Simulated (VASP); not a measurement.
# Ba3SrTi4O12 (I4mm) in VASP: single point with PBEsol

Aim: the single point of Ba3SrTi4O12 with PBEsol.

Everything below comes from runs of VASP 6.6.1. Logs are shortened: lines on timing, memory, paths and dates and some standing lists are left out, and cuts for length are marked.

### Step 1. The cell of the first run

It takes space group I4mm (No. 107, tetragonal). The conventional cell has a = 7.896 Å, b = 7.896 Å, c = 7.932 Å, α = 90.00°, β = 90.00°, γ = 90.00°. Sr (site symmetry 4mm) has 12 O at 2.75 to 2.85 Å and 8 Ti at 3.40 to 3.45 Å within 3.6 Å. Ba (site symmetry 4mm) has 12 O at 2.75 to 2.85 Å and 8 Ti at 3.40 to 3.45 Å within 3.6 Å. Ba (site symmetry 2mm) has 12 O at 2.75 to 2.85 Å and 8 Ti at 3.40 to 3.45 Å within 3.6 Å. Ti (site symmetry m) has 6 O at 1.87 to 2.10 Å within 2.5 Å. Within 2.5 Å of O (site symmetry m) lie 2 Ti at 1.87 to 2.10 Å. O (site symmetry m) has 2 Ti at 1.98 Å within 2.6 Å. Within 2.6 Å of O (site symmetry m) lie 2 Ti at 1.98 Å.

### Step 2. Single point, PBEsol

The input, INCAR:

```
SYSTEM = Ba3SrTi4O12
PREC     = Accurate       ! precision mode
ENCUT    = 520            ! plane-wave cutoff, eV
EDIFF    = 1E-6           ! SCF threshold, eV
ISMEAR   = 0              ! smearing method
SIGMA    = 0.1            ! smearing width, eV
LREAL    = Auto         
LASPH    = .TRUE.         ! aspherical terms in the spheres
NELM     = 60             ! most SCF steps
ALGO     = Normal         ! electronic algorithm
ISIF     = 2              ! what is computed and relaxed
LWAVE    = .FALSE.        ! write WAVECAR
LCHARG   = .FALSE.        ! write CHGCAR
GGA      = PS             ! functional
NBANDS   = 96             ! bands
```

The input, KPOINTS:

```
Automatic mesh
0
G
  4 4 4
  0 0 0
```

The input, POSCAR:

```
Ba3SrTi4O12
1.0
    3.9479720400      3.9479720400     -3.9659362100
   -3.9479720400      3.9479720400      3.9659362100
    3.9479720400     -3.9479720400      3.9659362100
Sr Ba Ti O
1 3 4 12
Direct
    0.0000000000      0.0000000000      0.0000000000
    0.0000000000      0.5000000000      0.5000000000
    0.5000000000      0.5000000000      0.0000000000
    0.5000000000      0.0000000000      0.5000000000
    0.5000000000      0.4950000000      0.4950000000
    0.5000000000      0.9950000000      0.9950000000
    0.0000000000      0.9950000000      0.4950000000
    0.0000000000      0.4950000000      0.9950000000
    0.5000000000      0.2595000000      0.2595000000
    0.5000000000      0.7595000000      0.7595000000
    0.0000000000      0.7595000000      0.2595000000
    0.0000000000      0.2595000000      0.7595000000
    0.2500000000      0.2585000000      0.5085000000
    0.2500000000      0.7585000000      0.0085000000
    0.7500000000      0.7585000000      0.5085000000
    0.7500000000      0.2585000000      0.0085000000
    0.2500000000      0.5085000000      0.2585000000
    0.2500000000      0.0085000000      0.7585000000
    0.7500000000      0.0085000000      0.2585000000
    0.7500000000      0.5085000000      0.7585000000
```

Potentials or basis: VASP PAW PBE potentials, release 64 (Sr_sv, Ba_sv, Ti_sv, O).

Command:

```bash
cat potpaw_PBE.64/Sr_sv/POTCAR potpaw_PBE.64/Ba_sv/POTCAR potpaw_PBE.64/Ti_sv/POTCAR potpaw_PBE.64/O/POTCAR > POTCAR
mpirun -np 1 vasp_std > vasp.out
```

OUTCAR:

```text
SYSTEM = Ba3SrTi4O12
   PREC = Accurate
   ENCUT = 520
   EDIFF = 1E-6
   ISMEAR = 0
   LREAL = Auto
   LASPH = .TRUE.
   NELM = 60
   ISIF = 2
   GGA = PS

 ion  position               nearest neighbor table
   1  0.000  0.000  0.000-  14 2.75  15 2.75  18 2.75  20 2.75  11 2.79  12 2.79   9 2.79  10 2.79
                            13 2.85  19 2.85  17 2.85  16 2.85   7 3.40   8 3.40   6 3.40   5 3.40
   2  0.000  0.500  0.500-  13 2.75  16 2.75  17 2.75  19 2.75  11 2.79  12 2.79  10 2.79   9 2.79
                            14 2.85  15 2.85  20 2.85  18 2.85   7 3.40   8 3.40   5 3.40   6 3.40
   3  0.500  0.500  0.000-  16 2.75  13 2.75  18 2.75  20 2.75  10 2.79  11 2.79   9 2.79  12 2.79
                            17 2.85  15 2.85  14 2.85  19 2.85   6 3.40   7 3.40   8 3.40   5 3.40
   4  0.500  0.000  0.500-  15 2.75  14 2.75  17 2.75  19 2.75  10 2.79  12 2.79   9 2.79  11 2.79
                            13 2.85  18 2.85  16 2.85  20 2.85   6 3.40   8 3.40   7 3.40   5 3.40
   5  0.500  0.495  0.495-   9 1.87  13 1.98  15 1.98  17 1.98  20 1.98  10 2.10   2 3.40   3 3.40
                             4 3.40   1 3.40   4 3.45   3 3.45   1 3.45   2 3.45
   6  0.500  0.995  0.995-  10 1.87  14 1.98  16 1.98  18 1.98  19 1.98   9 2.10   1 3.40   3 3.40
                             4 3.40   2 3.40   3 3.45   4 3.45   1 3.45   2 3.45
   7  0.000  0.995  0.495-  11 1.87  13 1.98  15 1.98  18 1.98  19 1.98  12 2.10   1 3.40   2 3.40
                             4 3.40   3 3.40   2 3.45   1 3.45   3 3.45   4 3.45
   8  0.000  0.495  0.995-  12 1.87  14 1.98  16 1.98  17 1.98  20 1.98  11 2.10   1 3.40   2 3.40
                             3 3.40   4 3.40   1 3.45   2 3.45   3 3.45   4 3.45
   9  0.500  0.260  0.260-   5 1.87   6 2.10   4 2.79   2 2.79   3 2.79   1 2.79
  10  0.500  0.760  0.760-   6 1.87   5 2.10   4 2.79   1 2.79   3 2.79   2 2.79
  11  0.000  0.760  0.260-   7 1.87   8 2.10   4 2.79   1 2.79   2 2.79   3 2.79
  12  0.000  0.260  0.760-   8 1.87   7 2.10   3 2.79   1 2.79   2 2.79   4 2.79
  13  0.250  0.258  0.508-   5 1.98   7 1.98   2 2.75   3 2.75   4 2.85   1 2.85
  14  0.250  0.758  0.008-   6 1.98   8 1.98   1 2.75   4 2.75   3 2.85   2 2.85
  15  0.750  0.758  0.508-   5 1.98   7 1.98   4 2.75   1 2.75   2 2.85   3 2.85
  16  0.750  0.258  0.008-   6 1.98   8 1.98   3 2.75   2 2.75   1 2.85   4 2.85
  17  0.250  0.508  0.258-   5 1.98   8 1.98   2 2.75   4 2.75   3 2.85   1 2.85
  18  0.250  0.008  0.758-   6 1.98   7 1.98   1 2.75   3 2.75   4 2.85   2 2.85
  19  0.750  0.008  0.258-   6 1.98   7 1.98   2 2.75   4 2.75   1 2.85   3 2.85
  20  0.750  0.508  0.758-   5 1.98   8 1.98   1 2.75   3 2.75   2 2.85   4 2.85

  LATTYP: Found a body centered tetragonal cell.
 ALAT       =     7.8959440800
 C/A-ratio  =     1.0045502273

  Lattice vectors:

 A1 = (   3.9479720400,  -3.9479720400,  -3.9659362100)
 A2 = (  -3.9479720400,   3.9479720400,  -3.9659362100)
 A3 = (   3.9479720400,   3.9479720400,   3.9659362100)

Analysis of symmetry for initial positions (statically):
=====================================================================
 Subroutine PRICEL returns:
 Original cell was already a primitive cell.
[... 163 lines left out ...]
   IALGO  =     38    algorithm
   IMIX   =      4    mixing-type and parameters
     AMIX     =   0.40;   BMIX     =  1.00
     AMIX_MAG =   1.60;   BMIX_MAG =  1.00
  volume/ion in A,a.u.               =      12.36        83.43
  Fermi-wavevector in a.u.,A,eV,Ry     =   1.416001  2.675854 27.280479  2.005059
  Thomas-Fermi vector in A             =   2.537381
   LORBIT       =      0    0 simple, 1 ext, 2 COOP (PROOUT), +10 PAW based schemes
   GGA     = PS    functional components
   LHFCALC =     F    Hartree Fock is set to
   AEXX    =    0.0000 exact exchange contribution
   IVDW    =     0    specifies the selected vdW correction
   LEPSILON=     F    determine dielectric tensor
   LRPA    =     F    only Hartree local field effects (RPA)
 non-spin polarized calculation
 Gauss-broadening in eV      SIGMA  =   0.10
  energy-cutoff  :      520.00
  volume of cell :      247.26
 maximum number of plane-waves:      6666
 NGX is ok and might be reduce to    54
   NGX = 25   NGY = 25   NGZ = 25

 number of electron     159.9999979 magnetization

 Free energy of the ion-electron system (eV)
  ---------------------------------------------------
  ext. energy  EPLUGINS =         0.00000000
  ---------------------------------------------------
  free energy    TOTEN  =      -167.87311094 eV

  energy without entropy =     -167.87311094  energy(sigma->0) =     -167.87311094

 E-fermi :   4.4658     XC(G=0): -11.6152

 val. band max:        3.9482252127   @ k =   0.5000   0.5000   0.5000
 cond. band min:       5.7408011262   @ k =   0.0000   0.0000   0.0000
 fundamental gap:      1.7925759135
 Fermi energy:         4.4658175833

 k-point     1 :       0.0000    0.0000    0.0000
  band No.  band energies     occupation
      1     -52.2521      2.00000
      2     -52.2495      2.00000
      3     -52.2495      2.00000
      4     -52.2494      2.00000
      5     -28.7777      2.00000
      6     -28.6909      2.00000
[... 1224 lines left out ...]
     91       8.2528      0.00000
     92       8.2528      0.00000
 [bands above 92 left out]

------------------------ aborting loop because EDIFF is reached ----------------------------------------

  FORCE on cell =-STRESS in cart. coord.  units (eV):
  Direction    XX          YY          ZZ          XY          YZ          ZX
  --------------------------------------------------------------------------------------
  -------------------------------------------------------------------------------------
  Total        2.6049024      2.6049024      4.3320851      0.0000000      0.0000000      0.0000000
  in kB       16.8790571     16.8790571     28.0707303      0.0000000      0.0000000      0.0000000
  external PRESSURE =      20.6096148 kB  Pullay stress =       0.0000000 kB

 VOLUME and BASIS-vectors are now :
 -----------------------------------------------------------------------------
  energy-cutoff  :      520.00
  volume of cell :      247.26
      direct lattice vectors                 reciprocal lattice vectors
     3.947972040  3.947972040 -3.965936210     0.126647300  0.126647300  0.000000000
    -3.947972040  3.947972040  3.965936210     0.000000000  0.126647300  0.126073636
     3.947972040 -3.947972040  3.965936210     0.126647300  0.000000000  0.126073636

 POSITION                                       TOTAL-FORCE (eV/Angst)
 -----------------------------------------------------------------------------------
      0.00000      0.00000      0.00000         0.000000      0.000000     -0.104040
      0.00000      0.00000      3.96594         0.000000      0.000000      0.110754
      0.00000      3.94797      0.00000         0.000000      0.000000      0.098526
      3.94797      0.00000      0.00000         0.000000      0.000000      0.098526
      1.97399      1.97399      1.94331        -0.012820     -0.012820      0.038744
      1.97399      1.97399      5.90924         0.012820      0.012820      0.038744
[... 12 lines left out ...]
      3.94797      1.97399     -1.91555        -0.000000      0.156152     -0.263649
      3.94797      1.97399      2.05039         0.000000      0.227888      0.122453
 -----------------------------------------------------------------------------------
    total drift:                               -0.000003     -0.000002     -0.072903

  FREE ENERGIE OF THE ION-ELECTRON SYSTEM (eV)
  ---------------------------------------------------
  free  energy   TOTEN  =      -167.8731109365 eV

  energy  without entropy=     -167.8731109365  energy(sigma->0) =     -167.87311094
```

Run time: 13 min. Hardware: 1 thread of Intel Xeon Platinum 8259CL at 2.50GHz (Skylake/Cascade Lake), shared host; peak memory 0.52 GiB.

What came out:

```
Free energy            : -167.8731 eV
Pressure               : 2.1 GPa
Largest force          : 0.306 eV/Å
Band gap on the k mesh : 1.79 eV (least direct gap 1.88 eV)
```

Forces on the atoms (eV/Å):
```
Sr   0.000  0.000 -0.104
Ba   0.000  0.000  0.111
Ba   0.000  0.000  0.099
Ba   0.000  0.000  0.099
Ti  -0.013 -0.013  0.039
Ti   0.013  0.013  0.039
Ti  -0.013  0.013  0.039
Ti   0.013 -0.013  0.039
O   -0.195 -0.195  0.052
O    0.195  0.195  0.052
O   -0.195  0.195  0.052
O    0.195 -0.195  0.052
O   -0.156  0.000 -0.264
O   -0.228  0.000  0.122
O    0.228  0.000  0.122
O    0.156  0.000 -0.264
O    0.000 -0.156 -0.264
O    0.000 -0.228  0.122
O    0.000  0.156 -0.264
O    0.000  0.228  0.122
```

Levels at points of the mesh, in eV from the valence-band top:
| k point | band 78 | band 79 | band 80 | band 81 | band 82 | band 83 |
| --- | --- | --- | --- | --- | --- | --- |
| (0.00, 0.00, 0.00) | -0.18 | -0.17 | -0.09 | 1.79 | 2.02 | 2.02 |
| (0.50, 0.00, 0.00) | -0.61 | -0.59 | -0.50 | 2.77 | 2.77 | 2.97 |
| (0.00, 0.50, 0.00) | -0.57 | -0.56 | -0.54 | 2.82 | 2.83 | 3.00 |
| (0.50, 0.50, 0.50) | -0.09 | -0.09 | 0.00 | 1.97 | 2.17 | 2.19 |

Caveat: the PAW data sets were made with another functional, which shifts forces and pressure a little; spin-orbit coupling is left out, which moves the levels of the heavy elements. A k mesh can miss the band edges.
